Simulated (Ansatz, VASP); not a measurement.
CO2 in VASP and in Ansatz

```xyz
12
Lattice="5.7169 0.0000 0.0000 0.0000 5.7169 0.0000 0.0000 0.0000 5.7169" Properties=species:S:1:pos:R:3 pbc="T T T"
C     0.0000    0.0000    0.0000
C     2.8584    0.0000    2.8584
C     2.8584    2.8584    0.0000
C     0.0000    2.8584    2.8584
O     0.6749    0.6749    0.6749
O     2.1836    5.0420    3.5333
O     3.5333    2.1836    5.0420
O     5.0420    3.5333    2.1836
O     5.0420    5.0420    5.0420
O     3.5333    0.6749    2.1836
O     2.1836    3.5333    0.6749
O     0.6749    2.1836    3.5333
```

Alike in both runs: functional PBE; dispersion D3(BJ); k mesh 4 × 4 × 4; occupations gaussian, width 0.02 eV; no spin polarisation.

Ansatz relaxed the structure, and its values are those at the end. VASP's run is a single point on that final structure, the one shown.

|  | VASP | Ansatz |
| --- | --- | --- |
| version | VASP 6.6.1 | Ansatz 0.2.0 |
| potentials or method | VASP PAW PBE potentials, release 64 (C, O), cutoff 520 eV | scalar-relativistic, plane waves, PAW |
| valence electrons in the cell | 64 | 64 |

Ansatz gave:

| Item | Value |
| --- | --- |
| gap on the k mesh at the Fermi level (eV) | 6.74 |
| least direct gap on the mesh (eV) | 6.74 |
| pressure (GPa) | 0.0 |
| rms of the force components (eV/Å) | 0.000 |

Question: Estimate VASP's values.

Answer: gap on the k mesh at the Fermi level (eV): 6.72; least direct gap on the mesh (eV): 6.72; pressure (GPa): 1.4; rms of the force components (eV/Å): 0.297.

One of these differences is far larger than is usual between the two programs; its cause wasn't traced.

Noted on VASP's run: the standard files for N, O and F lose accuracy on very short bonds.
